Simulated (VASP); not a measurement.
Input of a VASP 6.6.1 run:

INCAR

```
SYSTEM = Al3As3H
ALGO = Normal ; DIPOL = 0.5 0.5 0.489
EDIFF = 1E-6 ; ENCUT = 520
GGA = PS ; IDIPOL = 3
ISIF = 2 ; ISMEAR = 0
ISPIN = 2 ; LASPH = .True.
LCHARG = .False. ; LDIPOL = .True.
LORBIT = 11 ; LREAL = .False.
LWAVE = .False. ; MAGMOM = 0 0 0 0 0 0 1
NBANDS = 26 ; NELM = 150
PREC = Accurate ; SIGMA = 0.05
```

File KPOINTS:

```
k-points
0
Gamma
  7 7 1
  0 0 0
```

The input POSCAR:

```
Al3As3H
1.0
    4.0125456562      0.0000000000      0.0000000000
    0.0000000000      4.0125456562      0.0000000000
    0.0000000000      0.0000000000     26.0932456083
As Al H
3 3 1
Direct
    0.0000000000      0.5000000000      0.3257547999
    0.5000000000      0.0000000000      0.4344916847
    0.0000000000      0.5000000000      0.5441511489
    0.5000000000      0.5000000000      0.3801232422
    0.0000000000      0.0000000000      0.4866040607
    0.5000000000      0.5000000000      0.5948882144
    0.5000000000      0.5000000000      0.6558787365
```

Potentials or basis: VASP PAW PBE potentials, release 64 (As, Al, H).

Launch:

```console
$ cat potpaw_PBE.64/As/POTCAR potpaw_PBE.64/Al/POTCAR potpaw_PBE.64/H/POTCAR > POTCAR
$ mpirun -np 1 vasp_std > vasp.out
```

Question: What does it give for the largest force?

Answer: 0.418 eV/Å.

Question: Predict the net moment.

Answer: 0.23 μB per cell.

Forces in eV/Å, atoms in the order of the input:
```
As   0.000  0.000  0.058
As   0.000  0.000  0.326
As   0.000  0.000 -0.021
Al   0.000  0.000 -0.418
Al   0.000  0.000  0.015
Al   0.000  0.000  0.013
H    0.000  0.000  0.026
```

Caveat: the PAW data sets were made with another functional, which shifts forces and pressure a little.
